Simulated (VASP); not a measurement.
A run of VASP 6.6.1:

INCAR

```
SYSTEM = Te
  ALGO = Normal
  EDIFF = 1E-6
  ENCUT = 520
  GGA = RP
  ISIF = 2
  ISMEAR = -1
  LASPH = .True.
  LCHARG = .False.
  LREAL = .False.
  LWAVE = .False.
  NBANDS = 9
  NELM = 100
  PREC = Accurate
  SIGMA = 0.1
```

KPOINTS

```
k-points
0
Gamma
  11 11 11
  0 0 0
```

File POSCAR:

```
Te
1.0
    3.3143692830      0.0000000000      0.0000000000
    0.0000000000      3.3143692830      0.0000000000
    0.0000000000      0.0000000000      3.3143692830
Te
1
Direct
    0.0000000000      0.0000000000      0.0000000000
```

Potentials or basis: VASP PAW PBE potentials, release 64 (Te).

Launch:

```sh
$ cat potpaw_PBE.64/Te/POTCAR > POTCAR
$ mpirun -np 1 vasp_std > vasp.out
```

Hardware: 1 thread of Intel Xeon 8259CL, on a shared host.

Question: How long does it take, and how much memory?

Answer: Wall time 19 s on 1 thread of Intel Xeon 8259CL, on a shared host, peak memory 0.16 GiB. Counts: scf iterations 12, k points 56.
